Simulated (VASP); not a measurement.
Si, 1 atom in the cell. It takes space group P6/mmm (No. 191, hexagonal). The conventional cell has a = 2.738 Å, b = 2.738 Å, c = 2.466 Å, α = 90.00°, β = 90.00°, γ = 120.00°. Within 3.3 Å of Si (site symmetry 6/mmm) lie 8 Si at 2.47 to 2.74 Å. This isn't the form of Si at room conditions, which is diamond. This cell differs from its parent crystal: strain +0.0450 x Voigt [1, 1, 0, 0, 0, 0].

| Quantity | Value |
| --- | --- |
| Program | VASP 6.6.1 |
| Task | single point |
| Functional | LDA |
| Potentials or basis | VASP PAW LDA potentials, release 64 (Si) |
| Cutoff | 520 eV |
| k mesh | 21 × 21 × 20 |
| Occupations | gaussian, width 0.15 eV |
| Spin | no spin polarisation |
| Dipole correction | no |
| Further INCAR settings | ALGO = Normal; EDIFF = 1e-06; NBANDS = 8 |

Potentials or basis: VASP PAW LDA potentials, release 64 (Si).

The run is started by

```sh
$ cat potpaw_LDA.64/Si/POTCAR > POTCAR
$ mpirun -np 1 vasp_std > vasp.out
```

Hardware: 1 thread of Intel Xeon 8259CL (shared host).

How long does it take, and how much memory?

Wall time 60 s on 1 thread of Intel Xeon 8259CL (shared host), peak memory 0.16 GiB. Counts: scf iterations 10, k points 528.
